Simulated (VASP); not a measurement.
# Al2O3 in VASP: a series of runs, part 3 of 3

VASP 6.6.1.

## 5. Single point, PBE

INCAR reads:

```
ALGO = Normal
EDIFF = 1E-6
ENCUT = 520
GGA = PE
GGA_COMPAT = F
ISIF = 2
ISMEAR = -1
ISYM = 0
LASPH = T
LCHARG = F
LREAL = F
LWAVE = F
NBANDS = 49
NELM = 120
PREC = Accurate
SIGMA = 0.05
```

KPOINTS reads:

```
k-points
0
Gamma
  1 1 1
```

POSCAR reads:

```
Al2O3
1.0
    5.1448540000      0.0333890000     -0.0401980000
    0.0333890000      5.5015840000     -0.0056400000
   -0.0401980000     -0.0056400000      5.2914940000
Al O
6 9
Direct
    0.7469767897      0.9623423540      0.4170399860
    0.4975472029      0.7561704451      0.8352528046
    0.9607140175      0.0769758786      0.8951316823
    0.4314303110      0.3063647834      0.9733363646
    0.8922696708      0.4918914836      0.6445581766
    0.2542979832      0.7492603438      0.2726018585
    0.0847109174      0.3793129415      0.9362451388
    0.7037876910      0.1260657863      0.1158298334
    0.5458620388      0.4417514944      0.6907342313
    0.9569726226      0.1751109744      0.5606548947
    0.4311536283      0.8925916087      0.5107271652
    0.2763558192      0.9616056233      0.0082191167
    0.5019366323      0.5793280706      0.1370932782
    0.8302837174      0.7982694840      0.7927241314
    0.9422196232      0.6799487311      0.3584806588
```

Potentials or basis: VASP PAW PBE potentials, release 64 (Al, O).

Run with:

```sh
$ cat potpaw_PBE.64/Al/POTCAR potpaw_PBE.64/O/POTCAR > POTCAR
$ mpirun -np 1 vasp_gam > vasp.out
```

OUTCAR:

```text
EDIFF = 1E-6
   ENCUT = 520
   GGA = PE
   ISIF = 2
   ISMEAR = -1
   ISYM = 0
   LASPH = T
   LREAL = F
   NELM = 120
   PREC = Accurate

 ion  position               nearest neighbor table
   1  0.747  0.962  0.417-  11 1.75  10 1.77   8 1.84  15 1.87  14 2.22   3 2.82   2 2.82   6 2.90
                             5 2.94   6 2.96   3 3.06   5 3.24
   2  0.498  0.756  0.835-  14 1.75  12 1.85  13 1.87  11 1.90   9 1.90   4 2.61   6 2.65   5 2.69
                             1 2.82   3 3.00   4 3.13   6 3.21   3 3.28
   3  0.961  0.077  0.895-  14 1.76   8 1.79   7 1.80  12 1.83  10 1.85   5 2.66   4 2.77   1 2.82
                             2 3.00   4 3.02   1 3.06   6 3.06   2 3.28
   4  0.431  0.306  0.973-  13 1.77   9 1.78   7 1.83   8 1.86  12 2.08   2 2.61   3 2.77   3 3.02
                             6 3.04   2 3.13   5 3.14
   5  0.892  0.492  0.645-  10 1.83   9 1.83  15 1.86  14 1.88   7 1.92   3 2.66   2 2.69   1 2.94
                             6 3.09   4 3.14   1 3.24
   6  0.254  0.749  0.273-  15 1.72  13 1.73  11 1.74  12 1.83   2 2.65   1 2.90   1 2.96   4 3.04
                             3 3.06   5 3.09   2 3.21
   7  0.085  0.379  0.936-   3 1.80   4 1.83   5 1.92
   8  0.704  0.126  0.116-   3 1.79   1 1.84   4 1.86
   9  0.546  0.442  0.691-   4 1.78   5 1.83   2 1.90
  10  0.957  0.175  0.561-   1 1.77   5 1.83   3 1.85
  11  0.431  0.893  0.511-   6 1.74   1 1.75   2 1.90
  12  0.276  0.962  0.008-   3 1.83   6 1.83   2 1.85   4 2.08
  13  0.502  0.579  0.137-   6 1.73   4 1.77   2 1.87
  14  0.830  0.798  0.793-   2 1.75   3 1.76   5 1.88   1 2.22
  15  0.942  0.680  0.358-   6 1.72   5 1.86   1 1.87

IMPORTANT INFORMATION: All symmetrisations will be switched off!
NOSYMM: (Re-)initialisation of all symmetry stuff for point group C_1.

----------------------------------------------------------------------------------------

                                     Primitive cell

  volume of cell :     149.7600

  direct lattice vectors                    reciprocal lattice vectors
     5.144854000  0.033389000 -0.040198000     0.194388150 -0.001178225  0.001475457
     0.033389000  5.501584000 -0.005640000    -0.001178225  0.181773173  0.000184794
    -0.040198000 -0.005640000  5.291494000     0.001475457  0.000184794  0.188993950

  length of vectors
     5.145119375  5.501688209  5.291649690     0.194397320  0.181777086  0.188999800

  position of ions in fractional coordinates (direct lattice)
     0.746976790  0.962342354  0.417039986
     0.497547203  0.756170445  0.835252805
     0.960714018  0.076975879  0.895131682
     0.431430311  0.306364783  0.973336365
     0.892269671  0.491891484  0.644558177
     0.254297983  0.749260344  0.272601859
     0.084710917  0.379312941  0.936245139
     0.703787691  0.126065786  0.115829833
     0.545862039  0.441751494  0.690734231
     0.956972623  0.175110974  0.560654895
     0.431153628  0.892591609  0.510727165
     0.276355819  0.961605623  0.008219117
     0.501936632  0.579328071  0.137093278
     0.830283717  0.798269484  0.792724131
     0.942219623  0.679948731  0.358480659

  ion indices of the primitive-cell ions
   primitive index   ion index
                 1           1
                 2           2
                 3           3
[... 46 lines left out ...]
   dimension x,y,z NGXF=    80 NGYF=   84 NGZF=   80
   ions per type =               6   9
   NGX,Y,Z   is equivalent  to a cutoff of  12.92, 12.69, 12.57 a.u.
   NGXF,Y,Z  is equivalent  to a cutoff of  25.85, 25.38, 25.13 a.u.
 SYSTEM =  unknown system
   PREC   = accura    normal or accurate (medium, high low for compatibility)
   ISTART =      0    job   : 0-new  1-cont  2-samecut
   ICHARG =      2    charge: 1-file 2-atom 10-const
   ISPIN  =      1    spin polarized calculation?
   LNONCOLLINEAR =      F non collinear calculations
   LSORBIT =      F    spin-orbit coupling
   LASPH  =      T    aspherical Exc in radial PAW
   ENCUT  =  520.0 eV  38.22 Ry    6.18 a.u.   9.57 10.23  9.84*2*pi/ulx,y,z
   NELM   =    120;   NELMIN=  2; NELMDL= -5     # of ELM steps
   EDIFF  = 0.1E-05   stopping-criterion for ELM
   LREAL  =      F    real-space projection
   EDIFFG = 0.1E-04   stopping-criterion for IOM
   NSW    =      0    number of steps for IOM
   IBRION =     -1    ionic relax: 0-MD 1-quasi-New 2-CG
   NFREE  =      0    steps in history (QN), initial steepest desc. (CG)
   ISIF   =      2    stress and relaxation
   ISYM   =      0    0-nonsym 1-usesym 2-fastsym
   POTIM  = 0.5000    time-step for ionic-motion
   TEBEG  =    0.0;   TEEND  =   0.0 temperature during run
   PSTRESS=    0.0 pullay stress
   NELECT =      72.0000    total number of electrons
   NUPDOWN=      -1.0000    fix difference up-down
   EMIN   =  10.00;   EMAX   =-10.00  energy-range for DOS
   EFERMI =   0.00;   METHOD = LEGACY
   ISMEAR =    -1;   SIGMA  =   0.05  broadening in eV -4-tet -1-fermi 0-gaus
   EFERMI_NEDOS =   21; number of points for ismear=-14 and -15
   IALGO  =     38    algorithm
   IMIX   =      4    mixing-type and parameters
     AMIX     =   0.40;   BMIX     =  1.00
     AMIX_MAG =   1.60;   BMIX_MAG =  1.00
  volume/ion in A,a.u.               =       9.98        67.38
  Fermi-wavevector in a.u.,A,eV,Ry     =   1.282489  2.423553 22.378572  1.644779
  Thomas-Fermi vector in A             =   2.414798
   LORBIT       =      0    0 simple, 1 ext, 2 COOP (PROOUT), +10 PAW based schemes
   GGA     = PE    functional components
   LHFCALC =     F    Hartree Fock is set to
   AEXX    =    0.0000 exact exchange contribution
   IVDW    =     0    specifies the selected vdW correction
   LEPSILON=     F    determine dielectric tensor
   LRPA    =     F    only Hartree local field effects (RPA)
 non-spin polarized calculation
  energy-cutoff  :      520.00
  volume of cell :      149.76
 maximum number of plane-waves:      2013
 NGX is ok and might be reduce to    40
   NGX = 19   NGY = 21   NGZ = 19

 number of electron      71.9999994 magnetization

 Free energy of the ion-electron system (eV)
  ---------------------------------------------------
  ext. energy  EPLUGINS =         0.00000000
  ---------------------------------------------------
  free energy    TOTEN  =      -107.15365184 eV

  energy without entropy =     -107.15365184  energy(sigma->0) =     -107.15365184

 E-fermi :   5.9963     XC(G=0): -10.6056

 val. band max:        4.8028246024   @ k =   0.0000   0.0000   0.0000
 cond. band min:       8.6246136466   @ k =   0.0000   0.0000   0.0000
 fundamental gap:      3.8217890442
 Fermi energy:         5.9963202948

 k-point     1 :       0.0000    0.0000    0.0000
  band No.  band energies     occupation
      1     -14.7096      2.00000
      2     -13.5567      2.00000
      3     -12.8926      2.00000
      4     -12.7472      2.00000
      5     -12.6758      2.00000
      6     -12.4459      2.00000
[... 40 lines left out ...]
     47      15.3888      0.00000
     48      15.8213      0.00000
 [bands above 48 left out]

------------------------ aborting loop because EDIFF is reached ----------------------------------------

  FORCE on cell =-STRESS in cart. coord.  units (eV):
  Direction    XX          YY          ZZ          XY          YZ          ZX
  --------------------------------------------------------------------------------------
  -------------------------------------------------------------------------------------
  Total       14.3984022     10.7954008     10.6038636      3.3546347      6.8652694     -1.6336709
  in kB      154.0384311    115.4924405    113.4433179     35.8888898     73.4467140    -17.4775020
  external PRESSURE =     127.6580631 kB  Pullay stress =       0.0000000 kB

 VOLUME and BASIS-vectors are now :
 -----------------------------------------------------------------------------
  energy-cutoff  :      520.00
  volume of cell :      149.76
      direct lattice vectors                 reciprocal lattice vectors
     5.144854000  0.033389000 -0.040198000     0.194388150 -0.001178225  0.001475457
     0.033389000  5.501584000 -0.005640000    -0.001178225  0.181773173  0.000184794
    -0.040198000 -0.005640000  5.291494000     0.001475457  0.000184794  0.188993950

 POSITION                                       TOTAL-FORCE (eV/Angst)
 -----------------------------------------------------------------------------------
      3.85845      5.31700      2.17131         0.770610      0.446376     -0.750262
      2.55148      4.17204      4.39547        -0.195647     -0.646393     -0.295931
      4.90932      0.45052      4.69753         0.670599      0.733855     -0.365657
      2.19075      1.69441      5.13133        -0.258324     -0.707629      0.953664
      4.58111      2.73234      3.37203         0.152087     -0.529656      0.076307
      1.32239      4.12907      1.42802         0.319807     -0.188891     -0.116981
      0.41085      2.08437      4.94859         0.648000      1.026326     -0.411785
      3.62044      0.71641      0.58391        -0.200194     -0.425489      0.417269
      2.79536      2.44466      3.63058         0.057863     -0.112699     -0.138862
      4.90679      0.99218      2.92725        -0.561753     -0.111126     -0.152051
      2.22749      4.92218      2.68014         0.113704      0.207544      1.399642
      1.45359      5.29954      0.02696        -1.320526      0.109163     -0.615591
      2.59622      3.20321      0.70198        -1.124951      0.530621     -0.182713
      4.26648      4.41500      4.15682         0.172802     -0.244088     -0.256951
      4.85587      3.77023      1.85519         0.755922     -0.087915      0.439902
 -----------------------------------------------------------------------------------
    total drift:                               -0.000666     -0.001459     -0.000381

  FREE ENERGIE OF THE ION-ELECTRON SYSTEM (eV)
  ---------------------------------------------------
  free  energy   TOTEN  =      -107.1536518419 eV

  energy  without entropy=     -107.1536518418  energy(sigma->0) =     -107.15365184
```

Wall time 15 s (1 thread of Intel Xeon Platinum 8488C (Sapphire Rapids), shared host); peak memory 0.22 GiB.

Results:

* Free energy: -107.1537 eV
* Pressure: 12.8 GPa
* Largest force: 1.461 eV/Å
* Band gap on the k mesh: 3.82 eV

Forces in eV/Å, atoms in the order of the input:
```
Al   0.771  0.446 -0.750
Al  -0.196 -0.646 -0.296
Al   0.671  0.734 -0.366
Al  -0.258 -0.708  0.954
Al   0.152 -0.530  0.076
Al   0.320 -0.189 -0.117
O    0.648  1.026 -0.412
O   -0.200 -0.425  0.417
O    0.058 -0.113 -0.139
O   -0.562 -0.111 -0.152
O    0.114  0.208  1.400
O   -1.321  0.109 -0.616
O   -1.125  0.531 -0.183
O    0.173 -0.244 -0.257
O    0.756 -0.088  0.440
```

Stress tensor (GPa, compression positive):
```
15.40  3.59 -1.75
 3.59 11.55  7.34
-1.75  7.34 11.34
```

Caveat: the k points lie up to 1.22 Å⁻¹ apart.
